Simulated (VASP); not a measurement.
Input of a VASP 6.6.1 run:

INCAR

```
SYSTEM = B
ALGO = Normal
EDIFF = 1E-6
ENCUT = 520
GGA = PE
ISIF = 2
ISMEAR = 0
LASPH = .True.
LCHARG = .True.
LELF = .True.
LREAL = .False.
LVHAR = .True.
LWAVE = .False.
NBANDS = 8
NELM = 60
PREC = Accurate
SIGMA = 0.1
```

KPOINTS

```
k-points
0
Gamma
  10 8 8
  0 0 0
```

File POSCAR:

```
B
1.0
    1.6474337200      0.0000000000      0.0000000000
    0.5976328000      2.1775145200      0.0000000000
    0.5292891100      0.8867789300      2.4753329000
B
1
Direct
    0.5000000000      0.5000000000      0.5000000000
```

Potentials or basis: VASP PAW PBE potentials, release 64 (B).

Launch:

```console
$ cat potpaw_PBE.64/B/POTCAR > POTCAR
$ mpirun -np 1 vasp_std > vasp.out
```

What does it give for the pressure?

-12.3 GPa.

What does it give for the band gap on the k mesh?

Zero (an odd number of electrons rules out a gap without spin polarisation).

Stress tensor (GPa, compression positive):
```
-32.03  10.60   2.13
 10.60  -7.01  -3.80
  2.13  -3.80   2.14
```

Caveat: the k points lie up to 0.40 Å⁻¹ apart, too coarse for converged energies and pressures of a metal.
